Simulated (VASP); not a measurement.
# AlAs (F-43m) in VASP: single point with r2SCAN+rVV10

Aim: the single point of AlAs with r2SCAN+rVV10.

All numbers are computed with VASP 6.6.1; they aren't measurements. Logs are shortened: lines on timing, memory, paths and dates and some standing lists are left out, and cuts for length are marked.

## 1. The cell of the first run

Symmetry: F-43m, No. 216, cubic system. Conventional cell: a = 5.663 Å, b = 5.663 Å, c = 5.663 Å, α = 90.00°, β = 90.00°, γ = 90.00°. Al (site symmetry -43m) has 4 As at 2.45 Å within 3.2 Å. As (site symmetry -43m) has 4 Al at 2.45 Å within 3.2 Å.

## 2. Single point, r2SCAN+rVV10

Contents of POSCAR:

```
AlAs
1.0
    0.0000000000      2.8315299536      2.8315299536
    2.8315299536      0.0000000000      2.8315299536
    2.8315299536      2.8315299536      0.0000000000
Al As
1 1
Direct
    0.0000000000      0.0000000000      0.0000000000
    0.2500000000      0.2500000000      0.2500000000
```

Contents of INCAR.step1:

```
SYSTEM = AlAs
ALGO     = Normal         ! electronic algorithm
EDIFF    = 1E-5           ! SCF threshold, eV
ENCUT    = 550            ! plane-wave cutoff, eV
GGA      = PE             ! functional
GGA_COMPAT= .False.      
ISMEAR   = 0              ! smearing method
LASPH    = .True.         ! aspherical terms in the spheres
LCHARG   = .False.        ! write CHGCAR
LREAL    = .False.        ! projectors in reciprocal space
LWAVE    = .True.         ! write WAVECAR
NBANDS   = 11             ! bands
NELM     = 120            ! most SCF steps
PREC     = Accurate       ! precision mode
SIGMA    = 0.02           ! smearing width, eV
```

Contents of INCAR.step2:

```
SYSTEM = AlAs
ALGO     = Normal         ! electronic algorithm
BPARAM   = 11.95        
CPARAM   = 0.0093       
EDIFF    = 1E-6           ! SCF threshold, eV
ENCUT    = 550            ! plane-wave cutoff, eV
GGA_COMPAT= .False.      
ISIF     = 2              ! what is computed and relaxed
ISMEAR   = 0              ! smearing method
ISTART   = 1            
IVDW_NL  = 2            
LASPH    = .True.         ! aspherical terms in the spheres
LCHARG   = .False.        ! write CHGCAR
LMIXTAU  = .True.       
LREAL    = .False.        ! projectors in reciprocal space
LUSE_VDW = .True.       
LWAVE    = .False.        ! write WAVECAR
METAGGA  = R2SCAN         ! meta-GGA
NBANDS   = 11             ! bands
NELM     = 120            ! most SCF steps
PREC     = Accurate       ! precision mode
SIGMA    = 0.02           ! smearing width, eV
```

Contents of KPOINTS:

```
k-points
0
Gamma
  8 8 8
  0 0 0
```

Potentials or basis: VASP PAW PBE potentials, release 64 (Al, As).

Run with:

```sh
> cat potpaw_PBE.64/Al/POTCAR potpaw_PBE.64/As/POTCAR > POTCAR
> cp INCAR.step1 INCAR
> mpirun -np 1 vasp_std > vasp.out
> cp INCAR.step2 INCAR
> mpirun -np 1 vasp_std > vasp.out
```

OUTCAR:

```text
SYSTEM = AlAs
   BPARAM = 11.95
   EDIFF = 1E-6
   ENCUT = 550
   ISIF = 2
   ISMEAR = 0
   ISTART = 1
   IVDW_NL = 2
   LASPH = .True.
   LREAL = .False.
   METAGGA = R2SCAN
   NELM = 120
   PREC = Accurate

 ion  position               nearest neighbor table
   1  0.000  0.000  0.000-   2 2.45   2 2.45   2 2.45   2 2.45
   2  0.250  0.250  0.250-   1 2.45   1 2.45   1 2.45   1 2.45

  LATTYP: Found a face centered cubic cell.
 ALAT       =     5.6630599072

  Lattice vectors:

 A1 = (   0.0000000000,   2.8315299536,   2.8315299536)
 A2 = (   2.8315299536,   0.0000000000,   2.8315299536)
 A3 = (   2.8315299536,   2.8315299536,   0.0000000000)

Analysis of symmetry for initial positions (statically):
=====================================================================
 Subroutine PRICEL returns:
 Original cell was already a primitive cell.

 Routine SETGRP: Setting up the symmetry group for a
 face centered cubic supercell.

 Subroutine GETGRP returns: Found 24 space group operations
 (whereof 24 operations were pure point group operations)
 out of a pool of 48 trial point group operations.

The static configuration has the point symmetry T_d .

Analysis of symmetry for dynamics (positions and initial velocities):
=====================================================================
 Subroutine PRICEL returns:
 Original cell was already a primitive cell.

 Routine SETGRP: Setting up the symmetry group for a
 face centered cubic supercell.

 Subroutine GETGRP returns: Found 24 space group operations
 (whereof 24 operations were pure point group operations)
 out of a pool of 48 trial point group operations.

The dynamic configuration has the point symmetry T_d .

 Subroutine INISYM returns: Found 24 space group operations
 (whereof 24 operations are pure point group operations),
 and found     1 'primitive' translations

----------------------------------------------------------------------------------------

                                     Primitive cell

  volume of cell :      45.4039

  direct lattice vectors                    reciprocal lattice vectors
     0.000000000  2.831529954  2.831529954    -0.176582981  0.176582981  0.176582981
     2.831529954  0.000000000  2.831529954     0.176582981 -0.176582981  0.176582981
     2.831529954  2.831529954  0.000000000     0.176582981  0.176582981 -0.176582981

  length of vectors
     4.004388063  4.004388063  4.004388063     0.305850695  0.305850695  0.305850695

  position of ions in fractional coordinates (direct lattice)
     0.000000000  0.000000000  0.000000000
     0.250000000  0.250000000  0.250000000

  ion indices of the primitive-cell ions
   primitive index   ion index
                 1           1
                 2           2

----------------------------------------------------------------------------------------

 KPOINTS: k-points

Automatic generation of k-mesh.
 Grid dimensions read from file:
 generate k-points for:    8    8    8

 Generating k-lattice:

  Cartesian coordinates                     Fractional coordinates (reciprocal lattice)
    -0.022072873  0.022072873  0.022072873     0.125000000  0.000000000  0.000000000
     0.022072873 -0.022072873  0.022072873     0.000000000  0.125000000  0.000000000
     0.022072873  0.022072873 -0.022072873     0.000000000  0.000000000  0.125000000

  Length of vectors
     0.038231337  0.038231337  0.038231337

  Shift w.r.t. Gamma in fractional coordinates (k-lattice)
     0.000000000  0.000000000  0.000000000

 Subroutine IBZKPT returns following result:
 ===========================================

 Found     29 irreducible k-points:

 Following reciprocal coordinates:
            Coordinates               Weight
  0.000000  0.000000  0.000000      1.000000
  0.125000  0.000000  0.000000      8.000000
  0.250000  0.000000  0.000000      8.000000
  0.375000  0.000000  0.000000      8.000000
  0.500000  0.000000  0.000000      4.000000
  0.125000  0.125000  0.000000      6.000000
[... 16 lines left out ...]
  0.500000  0.250000  0.125000     48.000000
 -0.375000  0.250000  0.125000     24.000000
 [... further k-points ...]
   k-points           NKPTS =     29   k-points in BZ     NKDIM =     29   number of bands    NBANDS=     11
   number of dos      NEDOS =    301   number of ions     NIONS =      2
   total plane-waves  NPLWV =  32768
   dimension x,y,z NGX =    32 NGY =   32 NGZ =   32
   dimension x,y,z NGXF=    64 NGYF=   64 NGZF=   64
   ions per type =               1   1
   NGX,Y,Z   is equivalent  to a cutoff of  13.29, 13.29, 13.29 a.u.
   NGXF,Y,Z  is equivalent  to a cutoff of  26.57, 26.57, 26.57 a.u.
 SYSTEM =  AlAs
   PREC   = accura    normal or accurate (medium, high low for compatibility)
   ISTART =      1    job   : 0-new  1-cont  2-samecut
   ICHARG =      0    charge: 1-file 2-atom 10-const
   ISPIN  =      1    spin polarized calculation?
   LNONCOLLINEAR =      F non collinear calculations
   LSORBIT =      F    spin-orbit coupling
   LASPH  =      T    aspherical Exc in radial PAW
   ENCUT  =  550.0 eV  40.42 Ry    6.36 a.u.   7.66  7.66  7.66*2*pi/ulx,y,z
   NELM   =    120;   NELMIN=  2; NELMDL=  0     # of ELM steps
   EDIFF  = 0.1E-05   stopping-criterion for ELM
   LREAL  =      F    real-space projection
   EDIFFG = 0.1E-04   stopping-criterion for IOM
   NSW    =      0    number of steps for IOM
   IBRION =     -1    ionic relax: 0-MD 1-quasi-New 2-CG
   NFREE  =      0    steps in history (QN), initial steepest desc. (CG)
   ISIF   =      2    stress and relaxation
   ISYM   =      2    0-nonsym 1-usesym 2-fastsym
   POTIM  = 0.5000    time-step for ionic-motion
   TEBEG  =    0.0;   TEEND  =   0.0 temperature during run
   PSTRESS=    0.0 pullay stress
   NELECT =       8.0000    total number of electrons
   NUPDOWN=      -1.0000    fix difference up-down
   EMIN   =  10.00;   EMAX   =-10.00  energy-range for DOS
   EFERMI =   0.00;   METHOD = LEGACY
   ISMEAR =     0;   SIGMA  =   0.02  broadening in eV -4-tet -1-fermi 0-gaus
   EFERMI_NEDOS =   21; number of points for ismear=-14 and -15
   IALGO  =     38    algorithm
   IMIX   =      4    mixing-type and parameters
     AMIX     =   0.40;   BMIX     =  1.00
     AMIX_MAG =   1.60;   BMIX_MAG =  1.00
  volume/ion in A,a.u.               =      22.70       153.20
  Fermi-wavevector in a.u.,A,eV,Ry     =   0.917784  1.734360 11.460553  0.842327
  Thomas-Fermi vector in A             =   2.042792
   LORBIT       =      0    0 simple, 1 ext, 2 COOP (PROOUT), +10 PAW based schemes
   METAGGA = R2SCAN    functional components
   LHFCALC =     F    Hartree Fock is set to
   AEXX    =    0.0000 exact exchange contribution
   IVDW_NL    =     2    kernel type
   BPARAM     =11.9500
   IVDW    =     0    specifies the selected vdW correction
   LEPSILON=     F    determine dielectric tensor
   LRPA    =     F    only Hartree local field effects (RPA)
 non-spin polarized calculation
 Gauss-broadening in eV      SIGMA  =   0.02
  energy-cutoff  :      550.00
  volume of cell :       45.40
 maximum number of plane-waves:      1363
   NGX = 15   NGY = 15   NGZ = 15

 number of electron       8.0000001 magnetization

 Free energy of the ion-electron system (eV)
  ---------------------------------------------------
  ext. energy  EPLUGINS =         0.00000000
  ---------------------------------------------------
  free energy    TOTEN  =       -22.47975547 eV

  energy without entropy =      -22.47975547  energy(sigma->0) =      -22.47975547

 E-fermi :   3.7692     XC(G=0):  -9.4889

 val. band max:        3.6521075090   @ k =   0.0000   0.0000   0.0000
 cond. band min:       5.3928223801   @ k =   0.5000   0.5000   0.0000
 fundamental gap:      1.7407148711
 Fermi energy:         3.7692122661

 k-point     1 :       0.0000    0.0000    0.0000
  band No.  band energies     occupation
      1      -8.6689      2.00000
      2       3.6521      2.00000
      3       3.6521      2.00000
      4       3.6521      2.00000
      5       6.3198      0.00000
      6       8.3458      0.00000
      7       8.3458      0.00000
      8       8.3458      0.00000
      9      13.1585      0.00000
     10      13.1585      0.00000
     11      13.3138      0.00000

 k-point     2 :       0.1250    0.0000    0.0000
  band No.  band energies     occupation
      1      -8.5084      2.00000
      2       2.2572      2.00000
      3       3.4878      2.00000
      4       3.4878      2.00000
      5       6.9901      0.00000
      6       8.6397      0.00000
      7       8.6397      0.00000
      8       8.8085      0.00000
      9      12.5607      0.00000
     10      12.5607      0.00000
     11      14.0316      0.00000

 k-point     3 :       0.2500    0.0000    0.0000
  band No.  band energies     occupation
      1      -8.0631      2.00000
      2       0.2288      2.00000
      3       3.1604      2.00000
      4       3.1604      2.00000
      5       6.7608      0.00000
      6       8.9901      0.00000
      7       8.9901      0.00000
      8      10.6844      0.00000
      9      12.4779      0.00000
     10      12.4779      0.00000
     11      13.7473      0.00000
[... 267 lines left out ...]
 k-point    23 :       0.5000    0.2500    0.1250
  band No.  band energies     occupation
      1      -7.1716      2.00000
      2      -1.2181      2.00000
      3       1.0604      2.00000
      4       2.2604      2.00000
      5       7.7402      0.00000
      6       8.5646      0.00000
      7       9.9276      0.00000
      8      11.0442      0.00000
      9      13.6393      0.00000
     10      14.9497      0.00000
     11      16.6005      0.00000

 k-point    24 :      -0.3750    0.2500    0.1250
  band No.  band energies     occupation
      1      -6.9034      2.00000
      2      -1.7248      2.00000
      3       0.9099      2.00000
      4       2.0691      2.00000
      5       7.7364      0.00000
      6       8.3206      0.00000
      7      10.8615      0.00000
      8      11.8350      0.00000
      9      12.6544      0.00000
     10      15.3835      0.00000
     11      16.7675      0.00000

 [... further k-points ...]

------------------------ aborting loop because EDIFF is reached ----------------------------------------

  FORCE on cell =-STRESS in cart. coord.  units (eV):
  Direction    XX          YY          ZZ          XY          YZ          ZX
  --------------------------------------------------------------------------------------
  -------------------------------------------------------------------------------------
  Total        0.0328557      0.0328557      0.0328557     -0.0000000      0.0000000     -0.0000000
  in kB        1.1593854      1.1593854      1.1593854     -0.0000000      0.0000000     -0.0000000
  external PRESSURE =       1.1593854 kB  Pullay stress =       0.0000000 kB

 VOLUME and BASIS-vectors are now :
 -----------------------------------------------------------------------------
  energy-cutoff  :      550.00
  volume of cell :       45.40
      direct lattice vectors                 reciprocal lattice vectors
     0.000000000  2.831529954  2.831529954    -0.176582981  0.176582981  0.176582981
     2.831529954  0.000000000  2.831529954     0.176582981 -0.176582981  0.176582981
     2.831529954  2.831529954  0.000000000     0.176582981  0.176582981 -0.176582981

 POSITION                                       TOTAL-FORCE (eV/Angst)
 -----------------------------------------------------------------------------------
      0.00000      0.00000      0.00000        -0.000000     -0.000000     -0.000000
      1.41576      1.41576      1.41576         0.000000      0.000000      0.000000
 -----------------------------------------------------------------------------------
    total drift:                                0.000000      0.000000      0.000000

  FREE ENERGIE OF THE ION-ELECTRON SYSTEM (eV)
  ---------------------------------------------------
  free  energy   TOTEN  =       -22.4797554725 eV

  energy  without entropy=      -22.4797554725  energy(sigma->0) =      -22.47975547
```

It took 2.9 min on 1 thread of Intel Xeon 8259CL, shared host; peak memory 0.32 GiB.

What came out:

```
Free energy            : -22.4798 eV
Pressure               : 0.1 GPa
Band gap on the k mesh : 1.74 eV (least direct gap 2.67 eV)
```

Caveat: the PAW data sets were made with another functional, which shifts forces and pressure a little. A k mesh can miss the band edges.
